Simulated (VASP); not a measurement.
A run of VASP 6.6.1:

The input INCAR:

```
ALGO = Normal ; EDIFF = 1E-7
ENCUT = 520 ; GGA = PE
ISIF = 2 ; ISMEAR = -1
LASPH = T ; LCHARG = F
LREAL = F ; LWAVE = F
NBANDS = 64 ; NELM = 80
PREC = Accurate ; SIGMA = 0.05
```

File KPOINTS:

```
k-points
0
Gamma
  5 5 5
```

The input POSCAR:

```
SnO2
1.0
    5.1696965414      0.0000000000      0.0000000000
    0.0000000000      5.1696965414      0.0000000000
    0.0000000000      0.0000000000      5.1696965414
Sn O
4 8
Direct
    0.0000000000      0.0000000000      0.0000000000
    0.5000000000      0.0000000000      0.5000000000
    0.5000000000      0.5000000000      0.0000000000
    0.0000000000      0.5000000000      0.5000000000
    0.6608967168      0.8391032832      0.1608967168
    0.8391032832      0.1608967168      0.6608967168
    0.1608967168      0.6608967168      0.8391032832
    0.3391032832      0.3391032832      0.3391032832
    0.6608967168      0.6608967168      0.6608967168
    0.8391032832      0.3391032832      0.1608967168
    0.1608967168      0.8391032832      0.3391032832
    0.3391032832      0.1608967168      0.8391032832
```

Potentials or basis: VASP PAW PBE potentials, release 64 (Sn_d, O).

Launch:

```console
$ cat potpaw_PBE.64/Sn_d/POTCAR potpaw_PBE.64/O/POTCAR > POTCAR
$ mpirun -np 1 vasp_std > vasp.out
```

Hardware: 1 thread of AMD EPYC 7R43 64-Core Processor (Zen 3) (shared host).

**Question.** Estimate the wall time of this run.

**Answer.** It took 120 s on 1 thread of AMD EPYC 7R43 64-Core Processor (Zen 3), with other jobs on the host, peak memory 0.22 GiB. Counts: scf iterations 17, k points 11.
